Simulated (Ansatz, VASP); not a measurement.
# AlGaN2: VASP beside Ansatz

POSCAR

```
AlGaN2
1.0
    3.1385264203      0.0000000000      0.0000000000
    0.0000000000      3.1385264203      0.0000000000
    0.0000000000      0.0000000000      4.5992509976
Al Ga N
1 1 2
Direct
    0.5000000000      0.5000000000      0.5000000000
    0.0000000000      0.0000000000      0.0000000000
    0.5000000000      0.0000000000      0.7393824805
    0.0000000000      0.5000000000      0.2606175195
```

File INCAR.step1:

```
PREC = Accurate ; ENCUT = 520
ISMEAR = 0 ; SIGMA = 0.02
LREAL = False ; LASPH = True
NELM = 100 ; GGA = PE
ALGO = Normal ; EDIFF = 1E-4
LWAVE = True ; LCHARG = False
```

File INCAR.step2:

```
PREC = Accurate ; ENCUT = 520
EDIFF = 1E-7 ; ISMEAR = 0
SIGMA = 0.02 ; LREAL = False
LASPH = True ; NELM = 100
ALGO = Normal ; ISIF = 2
LWAVE = False ; LCHARG = False
METAGGA = R2SCAN ; LMIXTAU = True
IBRION = 2 ; NSW = 60
EDIFFG = -0.008 ; ISTART = 1
```

File KPOINTS:

```
regular mesh
0
Gamma
  8 8 6
```

Input for Ansatz:

```yaml
crystal:
  lattice:
    - [3.1385264203, 0.0, 0.0]
    - [0.0, 3.1385264203, 0.0]
    - [0.0, 0.0, 4.5992509976]
  atoms:
    - { symbol: Al, position: [0.5, 0.5, 0.5] }
    - { symbol: Ga, position: [0.0, 0.0, 0.0] }
    - { symbol: "N", position: [0.5, 0.0, 0.7393824805] }
    - { symbol: "N", position: [0.0, 0.5, 0.2606175195] }
basis:
  ecutwfc: 500
kpoints:
  mp_grid: { grid: [8, 8, 6] }
hamiltonian:
  xc: r2scan
scf:
  occupations: { method: gaussian, width: 0.02 }
output:
  forces: true
  stress: true
  eigenvalues: true
relax:
  adjacent_minimum: "off"
  f_tol: 0.008
  max_steps: 40
```

Change from the starting cell: strain along c alone, the other axes held, atoms relaxed: +4.0 %.

Alike in both runs: task relaxation of the atoms; functional r2SCAN; k mesh 8 × 8 × 6; occupations gaussian, width 0.02 eV; no spin polarisation.

|  | VASP | Ansatz |
| --- | --- | --- |
| version | VASP 6.6.1 | Ansatz 0.2.0 |
| potentials or method | VASP PAW PBE potentials, release 64 (Al, Ga_d, N), cutoff 520 eV | scalar-relativistic, plane waves, PAW |
| valence electrons in the cell | 26 | 26 |

```tsv
	VASP	Ansatz	Ansatz less VASP
gap on the k mesh at the Fermi level, each at its own relaxed structure (eV)	3.01	3.01	-0.006
```

VASP's potentials were made for PBE, not for r2SCAN. Ansatz's warnings: stress scf threshold loose.
